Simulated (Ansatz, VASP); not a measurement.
Two plane-wave programs on Te

```
Te
1.0
     2.31462    1.33635    1.85632
    -2.31462    1.33635    1.85632
     0.00000   -2.67269    1.85632
Te
1
Direct
  0.50000 0.50000 0.50000
```

Alike in both runs: task single point; functional PBE; k mesh 15 × 15 × 15; occupations gaussian, width 0.15 eV; no spin polarisation.

|  | VASP | Ansatz |
| --- | --- | --- |
| version | VASP 6.6.1 | Ansatz 0.2.0 |
| potentials or method | VASP PAW PBE potentials, release 64 (Te), cutoff 520 eV | scalar-relativistic, plane waves, PAW |
| valence electrons in the cell | 6 | 16 |

|  | VASP | Ansatz | Ansatz less VASP |
| --- | --- | --- | --- |
| gap on the k mesh at the Fermi level (eV) | none | none | - |
| pressure (GPa) | -2.3 | -2.3 | +0.05 |
| traceless stress, the component that is largest in VASP (GPa) | 0.12 | 0.12 | 0.000 |

A gap of «none» marks a metal or a gap that the smearing closes. VASP's potentials hold 6 valence electrons a cell and Ansatz's 16, so a difference there can come from the potentials and not from the codes.

Neither program's run includes spin-orbit coupling.
